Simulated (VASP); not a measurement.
Here is a VASP 6.6.1 calculation.

Contents of INCAR:

```
SYSTEM = RbBr
PREC     = Accurate       ! precision mode
ENCUT    = 520            ! plane-wave cutoff, eV
EDIFF    = 1E-6           ! SCF threshold, eV
ISMEAR   = 0              ! smearing method
SIGMA    = 0.05           ! smearing width, eV
LREAL    = .FALSE.        ! projectors in reciprocal space
LASPH    = .TRUE.         ! aspherical terms in the spheres
NELM     = 60             ! most SCF steps
ALGO     = Normal         ! electronic algorithm
ISIF     = 2              ! what is computed and relaxed
LWAVE    = .FALSE.        ! write WAVECAR
LCHARG   = .TRUE.         ! write CHGCAR
GGA      = PE             ! functional
LELF     = .TRUE.         ! ELF
LVHAR    = .TRUE.       
NBANDS   = 15             ! bands
```

Contents of KPOINTS:

```
Automatic mesh
0
G
  6 6 6
  0 0 0
```

File POSCAR:

```
RbBr
1.0
    4.3606181872      0.0000000000      0.0000000000
    0.0000000000      4.3606181872      0.0000000000
    0.0000000000      0.0000000000      4.1929021031
Rb Br
1 1
Direct
   -0.0694336317      0.0000000000      0.0000000000
    0.5742683689      0.5000000000      0.5000000000
```

Potentials or basis: VASP PAW PBE potentials, release 64 (Rb_sv, Br).

Command:

```sh
$ cat potpaw_PBE.64/Rb_sv/POTCAR potpaw_PBE.64/Br/POTCAR > POTCAR
$ mpirun -np 1 vasp_std > vasp.out
```

Task: Estimate the pressure.

Result: 0.3 GPa.

Task: Estimate the largest force.

Result: 0.245 eV/Å.

Task: Predict the band gap on the k mesh.

Result: 3.78 eV (least direct gap 3.82 eV).

Stress tensor (GPa, compression positive):
```
-0.12  0.00  0.00
 0.00  0.07  0.00
 0.00  0.00  0.99
```

Caveat: the cell differs from its parent crystal (atoms displaced along a vibrational mode, the cell strained). A k mesh can miss the band edges.
